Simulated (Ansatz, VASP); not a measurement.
LiTlSe2 in VASP and in Ansatz

```
Li Se Tl
1.0
     4.26392    0.00000    0.00000
     0.00000    4.26392    0.00000
     0.00000    0.00000    5.98025
Li Se Tl
1 2 1
Cartesian
  0.0000 0.0000 0.0000
  0.0000 2.1320 1.3708
  2.1320 0.0000 4.6095
  2.1320 2.1320 2.9901
```

Alike in both runs: task single point; functional PBE; k mesh 4 × 4 × 4; no spin polarisation.

```csv
,VASP,Ansatz
version,VASP 6.6.1,Ansatz 0.2.0
potentials or method,"VASP PAW PBE potentials, release 64 (Li_sv, Se, Tl_d)",plane waves
plane-wave cutoff (eV),750,420
occupations,"methfessel-paxton of order 1, width 0.05 eV","cold, width 0.05 eV"
valence electrons in the cell,28,48
```

Ansatz gave:

- gap on the k mesh at the Fermi level (eV): 0.43
- pressure (GPa): 1.4
- rms of the force components (eV/Å): 0.083

Problem. Which values does VASP return?

Solution. gap on the k mesh at the Fermi level (eV): 0.43; pressure (GPa): 1.4; rms of the force components (eV/Å): 0.085.

VASP's potentials hold 28 valence electrons a cell and Ansatz's 48, so a difference there can come from the potentials and not from the codes.

Neither program's run includes spin-orbit coupling.
